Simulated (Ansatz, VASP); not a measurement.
## One calculation of Cs2InAgCl6, two programs

```xyz
10
Lattice="0.0000 5.0539 5.0539 5.0539 0.0000 5.0539 5.0539 5.0539 0.0000" Properties=species:S:1:pos:R:3 pbc="T T T"
Cs    2.5269    2.5269    2.5269
Cs    7.5808    7.5808    7.5808
In    0.0000    0.0000    0.0000
Ag    5.0539    5.0539    5.0539
Cl    2.4237    5.0539    5.0539
Cl    5.0539    2.4237    5.0539
Cl    7.6840    5.0539    5.0539
Cl    5.0539    7.6840    5.0539
Cl    5.0539    5.0539    2.4237
Cl    5.0539    5.0539    7.6840
```

Alike in both runs: task single point; functional LDA; k mesh 4 × 4 × 4; no spin polarisation.

|  | VASP | Ansatz |
| --- | --- | --- |
| version | VASP 6.6.1 | Ansatz 0.2.0 |
| potentials or method | VASP PAW LDA potentials, release 64 (Cs_sv, In_d, Ag, Cl), cutoff 500 eV | plane waves, PAW |
| occupations | gaussian, width 0.01 eV | fixed |
| valence electrons in the cell | 84 | 92 |

```csv
,VASP,Ansatz,Ansatz less VASP
pressure (GPa),2.2,2.2,-0.02
```

LDA's correlation is that of Perdew and Zunger in VASP and of Perdew and Wang (1992) in Ansatz. VASP's potentials hold 84 valence electrons a cell and Ansatz's 92, so a difference there can come from the potentials and not from the codes.

Spin-orbit coupling is off throughout.
